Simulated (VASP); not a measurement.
Wanted: the native input for a VASP 6.6.1 run.

```
Task                               : single point
Functional                         : HSE06
Potentials or basis                : VASP PAW PBE potentials, release 64 (Rb_sv, Br)
Cutoff                             : 520 eV
k mesh                             : 4 × 4 × 4
Occupations                        : gaussian, width 0.01 eV
Spin                               : no spin polarisation
Dipole correction                  : no
Grid for exact exchange (PRECFOCK) : Normal
Further INCAR settings             : ALGO = Normal; EDIFF = 1e-06; NBANDS = 15
Share of exact exchange            : 0.25
Screening parameter                : 0.2079 1/Å
```

Crystal: RbBr.

```
CELL_PARAMETERS angstrom
0.00000 3.31167 3.46083
3.31167 0.00000 3.46083
3.31167 3.31167 0.00000
ATOMIC_POSITIONS crystal
Rb 0.00000 0.00000 0.00000
Br 0.50000 0.50000 0.50000
```

This cell differs from its parent crystal: biaxial xy strain -4.3%.

The input as run:

POSCAR

```
RbBr
1.0
    0.0000000000      3.3116701862      3.4608320474
    3.3116701862      0.0000000000      3.4608320474
    3.3116701862      3.3116701862      0.0000000000
Rb Br
1 1
Direct
    0.0000000000      0.0000000000      0.0000000000
    0.5000000000      0.5000000000      0.5000000000
```

INCAR.step1

```
PREC = Accurate ; ENCUT = 520
EDIFF = 1E-5 ; ISMEAR = 0
SIGMA = 0.01 ; LREAL = F
LASPH = T ; NELM = 80
ALGO = Normal ; ISIF = 2
LWAVE = T ; LCHARG = F
NBANDS = 15 ; GGA = PE
```

INCAR.step2

```
PREC = Accurate ; ENCUT = 520
EDIFF = 1E-6 ; ISMEAR = 0
SIGMA = 0.01 ; LREAL = F
LASPH = T ; NELM = 80
ALGO = Normal ; ISIF = 2
LWAVE = F ; LCHARG = F
GGA = PE ; LHFCALC = T
HFSCREEN = 0.2079 ; PRECFOCK = Normal
NBANDS = 15 ; ISTART = 1
```

KPOINTS

```
Automatic mesh
0
Gamma
  4 4 4
```

Potentials or basis: VASP PAW PBE potentials, release 64 (Rb_sv, Br).

Run with:

```console
$ cat potpaw_PBE.64/Rb_sv/POTCAR potpaw_PBE.64/Br/POTCAR > POTCAR
$ cp INCAR.step1 INCAR
$ mpirun -np 1 vasp_std > vasp.out
$ cp INCAR.step2 INCAR
$ mpirun -np 1 vasp_std > vasp.out
```

It gave:

* Pressure: 2.0 GPa
* Band gap on the k mesh: 5.66 eV

Caveat: the cell differs from its parent crystal (biaxial xy strain -4.3%); the PAW data sets were made with another functional, which shifts forces and pressure a little.

Wall time 12 min on 1 thread of AMD EPYC 7R43 64-Core Processor (Zen 3) (shared host), peak memory 0.29 GiB.
